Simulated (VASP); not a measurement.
CuO2:

```xyz
6
Lattice="1.3561 -5.0023 0.0000 1.3561 5.0023 0.0000 0.0000 0.0000 4.3434" Properties=species:S:1:pos:R:3 pbc="T T T"
Cu    1.3561    3.3290    3.2576
Cu    1.3561   -3.3290    1.0859
O     1.3561   -2.8910    3.2576
O     1.3561    2.8910    1.0859
O     1.3561   -0.5151    3.2576
O     1.3561    0.5151    1.0859
```

Base run:

| Property | Result |
| --- | --- |
| Program | VASP 6.6.1 |
| Functional | PBEsol |
| Potentials or basis | VASP PAW PBE potentials, release 64 (Cu, O) |
| Cutoff | 520 eV |
| k mesh | 9 × 9 × 5 |
| Occupations | fermi-dirac, width 0.05 eV |
| Spin | no spin polarisation |

Its results: band gap on the k mesh zero (band 23 reaches 3.40 eV, above the bottom of band 24 at 3.06 eV); pressure 9.4 GPa; largest force 1.123 eV/Å.

Question: The run is repeated on the same cell with these changes: potentials or basis from VASP PAW PBE potentials, release 64 (Cu, O) to VASP PAW PBE potentials, release 64 (Cu_sv_GW, O); cutoff from 520 eV to 700 eV; further incar settings from ALGO = Normal; EDIFF = 1e-07; NBANDS = 32 to ALGO = Normal; EDIFF = 1e-06; NBANDS = 40; valence electrons from 46 to 62. What comes out?

Answer: Band gap on the k mesh zero (band 31 reaches 3.45 eV, above the bottom of band 32 at 3.08 eV); pressure 6.3 GPa; largest force 0.986 eV/Å.

Caveats: the PAW data sets were made with another functional, which shifts forces and pressure a little; semilocal functionals often make such compounds metallic where correlation or magnetic order opens a gap, which also shifts bond lengths.
